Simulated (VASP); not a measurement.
# In3Ga5P8: relaxation of volume and atoms at fixed shape with PBEsol

The system is In3Ga5P8.

```
CELL_PARAMETERS angstrom
11.21101 0.00000 0.00000
0.00000 11.21101 0.00000
0.00000 0.00000 11.21101
ATOMIC_POSITIONS crystal
Ga 0.00189 0.00026 0.99962
Ga 0.00012 0.00179 0.50229
Ga 0.99832 0.49961 0.49597
Ga 0.50109 0.00105 0.00012
Ga 0.49936 0.50072 0.50087
Ga 0.24986 0.24613 0.00210
Ga 0.24700 0.25382 0.50139
Ga 0.24878 0.74735 0.49950
Ga 0.74957 0.25250 0.99901
Ga 0.74792 0.25194 0.49990
Ga 0.75199 0.75278 0.00120
Ga 0.24670 0.00165 0.24599
Ga 0.24715 0.49639 0.74877
Ga 0.75105 0.99738 0.24961
Ga 0.75218 0.49779 0.24934
Ga 0.74997 0.50016 0.75057
Ga 0.99906 0.25005 0.24985
Ga 0.00215 0.75036 0.25292
Ga 0.50188 0.25112 0.24792
Ga 0.49996 0.24980 0.74972
In 0.99603 0.50174 0.99970
In 0.49852 0.00151 0.49885
In 0.50095 0.50103 0.99843
In 0.24810 0.74936 0.99870
In 0.75089 0.75079 0.50240
In 0.24971 0.00093 0.75002
In 0.25000 0.49756 0.24806
In 0.74709 0.99997 0.74936
In 0.00129 0.25292 0.74966
In 0.99949 0.75104 0.75081
In 0.50036 0.75077 0.25131
In 0.50327 0.74751 0.74632
P 0.12625 0.12670 0.12192
P 0.12769 0.12650 0.62487
P 0.12644 0.62586 0.12571
P 0.12574 0.62655 0.62044
P 0.62672 0.12460 0.12566
P 0.62732 0.12679 0.62694
P 0.62455 0.62311 0.12661
P 0.62518 0.62474 0.62359
P 0.37451 0.37583 0.12550
P 0.37557 0.37214 0.62866
P 0.37435 0.87612 0.12717
P 0.37412 0.87653 0.62724
P 0.87816 0.37781 0.12911
P 0.87572 0.37359 0.62777
P 0.87413 0.87522 0.12372
P 0.87425 0.87615 0.62696
P 0.37300 0.12336 0.37604
P 0.37284 0.12092 0.87346
P 0.37620 0.62475 0.37650
P 0.37621 0.62377 0.87786
P 0.87310 0.12471 0.37332
P 0.87555 0.12603 0.87365
P 0.87700 0.62463 0.37624
P 0.87773 0.62775 0.87193
P 0.12587 0.37383 0.37368
P 0.12600 0.37343 0.87236
P 0.12428 0.87628 0.37598
P 0.12437 0.87666 0.87315
P 0.62639 0.37577 0.38092
P 0.62528 0.37557 0.87631
P 0.62159 0.87000 0.37246
P 0.62345 0.87209 0.87537
```

- Program: VASP 6.6.1
- Task: relaxation of volume and atoms at fixed shape
- Functional: PBEsol
- Potentials or basis: VASP PAW PBE potentials, release 64 (Ga_d, In_d, P)
- Cutoff: 500 eV
- k mesh: 1 × 1 × 1, shifted
- Occupations: fermi-dirac, width 0.05 eV
- Spin: no spin polarisation
- Dipole correction: no
- Further INCAR settings: LREAL = Auto; ALGO = Normal; EDIFF = 1e-07; ISYM = -1; IBRION = 2; EDIFFG = -0.03; NSW = 100; ISIF = 8

| Item | Value |
| --- | --- |
| Relaxed volume | 21.96 Å³/atom |
| Relaxed cell | a = 11.202 Å, b = 11.202 Å, c = 11.202 Å, α = 90.00°, β = 90.00°, γ = 90.00° |
| Space group after relaxing (to 0.1 Å) | P1 (No. 1) |
| Energy gained by relaxing | 61.8 meV/atom |
| Ionic steps | 14 |
| Pressure after relaxing | 0.0 GPa |
| Largest force after relaxing | 0.030 eV/Å |
| Band gap on the k mesh | 1.67 eV |

Forces in eV/Å, atoms in the order of the input:
```
Ga   0.008 -0.012  0.007
Ga   0.003 -0.029 -0.008
Ga   0.003  0.000  0.021
Ga   0.007 -0.001 -0.009
Ga   0.002  0.008  0.015
Ga   0.014  0.000 -0.013
Ga  -0.010 -0.003  0.006
Ga   0.002 -0.016  0.021
Ga  -0.013  0.012 -0.005
Ga  -0.012  0.005  0.001
Ga  -0.010 -0.005 -0.011
Ga   0.002 -0.013  0.006
Ga   0.014  0.007 -0.003
Ga   0.005 -0.001 -0.002
Ga  -0.007  0.007 -0.003
Ga  -0.005  0.005 -0.006
Ga  -0.005  0.003 -0.004
Ga  -0.001 -0.008 -0.003
Ga  -0.008  0.003  0.005
Ga   0.005  0.003 -0.008
In   0.006  0.008 -0.020
In   0.008 -0.010  0.024
In   0.005  0.002 -0.009
In  -0.003  0.011  0.002
In   0.005 -0.017  0.011
In   0.003 -0.003  0.002
In   0.004  0.017  0.015
In   0.014 -0.011  0.017
In   0.004 -0.004 -0.008
In   0.003  0.010 -0.003
In   0.011  0.014 -0.012
In   0.000 -0.006  0.011
P    0.004 -0.003  0.004
P   -0.006 -0.015  0.015
P    0.002  0.014 -0.015
P   -0.008 -0.003  0.005
P   -0.011  0.000 -0.001
P   -0.004 -0.011  0.001
P   -0.008  0.021 -0.003
P   -0.023  0.005  0.015
P   -0.008  0.018 -0.015
P   -0.005  0.000 -0.003
P    0.011 -0.006  0.007
P   -0.008 -0.015  0.009
P   -0.002 -0.002 -0.010
P    0.002  0.002 -0.001
P   -0.001 -0.009 -0.002
P    0.008 -0.013  0.012
P   -0.008 -0.001 -0.004
P   -0.001  0.006  0.002
P   -0.006  0.014 -0.011
P   -0.012  0.012 -0.013
P    0.022 -0.009 -0.007
P    0.020 -0.009  0.003
P   -0.004  0.004 -0.007
P   -0.015 -0.003  0.003
P    0.006  0.009  0.000
P    0.002  0.008 -0.006
P   -0.009 -0.014 -0.005
P   -0.001  0.001 -0.006
P   -0.001 -0.004 -0.002
P   -0.009  0.010 -0.018
P    0.010  0.012  0.021
P    0.006  0.003 -0.009
```

Stress tensor (GPa, compression positive):
```
-0.03 -0.57 -0.60
-0.57  0.02 -0.56
-0.60 -0.56  0.00
```

Step by step:
```
step  energy change (eV)  largest force (eV/Å)  pressure (GPa)  volume (Å³)
   1              0.0000                2.3751            1.10      1409.08
   2             -2.7674                0.8544           -1.34      1440.18
   3             -2.9349                0.7098           -1.96      1450.45
   4             -3.6049                0.6083            0.63      1397.76
   5             -3.6054                0.6079            0.63      1396.86
   6             -3.8425                0.2700            0.18      1403.29
   7             -3.8750                0.3205           -0.04      1406.66
   8             -3.9245                0.1399           -0.05      1406.59
   9             -3.9313                0.1314           -0.06      1406.55
  10             -3.9431                0.0826            0.06      1404.53
  11             -3.9454                0.0597            0.14      1403.08
  12             -3.9503                0.0523           -0.10      1407.47
  13             -3.9503                0.0510           -0.09      1407.15
  14             -3.9534                0.0300            0.00      1405.71
```

Final structure:
```
CELL_PARAMETERS angstrom
11.20207 0.00000 0.00000
0.00000 11.20207 0.00000
0.00000 0.00000 11.20207
ATOMIC_POSITIONS crystal
Ga 0.99739 0.00317 0.00942
Ga 0.00168 0.00308 0.49110
Ga 0.99930 0.49718 0.49663
Ga 0.50252 0.00698 0.00593
Ga 0.49946 0.49314 0.50168
Ga 0.25289 0.24621 0.00190
Ga 0.24899 0.25188 0.49680
Ga 0.24576 0.74672 0.49709
Ga 0.74873 0.24806 0.00532
Ga 0.74941 0.25446 0.49591
Ga 0.75231 0.75150 0.00491
Ga 0.24520 0.00559 0.24986
Ga 0.25138 0.49409 0.74337
Ga 0.75417 0.00449 0.24656
Ga 0.75248 0.49507 0.25264
Ga 0.74834 0.49485 0.74730
Ga 0.99706 0.24563 0.25186
Ga 0.99855 0.75417 0.25225
Ga 0.50182 0.24820 0.24989
Ga 0.50104 0.25402 0.75031
In 0.99593 0.49830 0.00204
In 0.49766 0.00680 0.49560
In 0.50508 0.49454 0.99821
In 0.24881 0.75539 0.00188
In 0.75466 0.74610 0.49654
In 0.25099 0.00528 0.74985
In 0.24847 0.49508 0.25567
In 0.74987 0.00523 0.75512
In 0.00030 0.25219 0.74851
In 0.00059 0.74793 0.74735
In 0.50173 0.75186 0.25053
In 0.50085 0.74649 0.75048
P 0.12277 0.12717 0.12605
P 0.12462 0.12604 0.60933
P 0.11878 0.63169 0.13389
P 0.12887 0.61463 0.61692
P 0.62663 0.12659 0.12812
P 0.62490 0.13993 0.62441
P 0.63884 0.62229 0.12728
P 0.62554 0.61027 0.62277
P 0.37638 0.36219 0.12627
P 0.37474 0.37056 0.62333
P 0.37471 0.89188 0.12749
P 0.36829 0.86811 0.61659
P 0.86845 0.36548 0.13302
P 0.86959 0.38163 0.61724
P 0.87586 0.87619 0.12786
P 0.88171 0.88530 0.61698
P 0.36643 0.13449 0.36653
P 0.38516 0.13201 0.88034
P 0.37745 0.62321 0.38756
P 0.36555 0.61554 0.86997
P 0.87289 0.12574 0.37394
P 0.87736 0.12851 0.89201
P 0.88376 0.61683 0.36667
P 0.85966 0.62401 0.87202
P 0.11508 0.36549 0.38057
P 0.13877 0.37449 0.87640
P 0.12516 0.87545 0.37268
P 0.11480 0.88619 0.88157
P 0.62259 0.37467 0.37289
P 0.63494 0.36527 0.86885
P 0.63468 0.88477 0.36852
P 0.62289 0.87528 0.89081
```

Levels at points of the mesh, in eV from the valence-band top:
```tsv
k point	band 284	band 285	band 286	band 287	band 288	band 289	band 290	band 291	band 292	band 293
(0.25, 0.25, 0.25)	-0.53	-0.44	-0.39	-0.02	0.00	1.67	1.95	1.96	1.99	2.17
```

Run time: 52 min on 4 MPI ranks on Intel(R) Xeon(R) 6975P-C (Granite Rapids) (shared host), peak memory 0.57 GiB a rank.

Caveat: the PAW data sets were made with another functional, which shifts forces and pressure a little; spin-orbit coupling is left out, which moves the levels of the heavy elements; a shifted mesh leaves out Γ, where band edges can lie. A k mesh can miss the band edges.
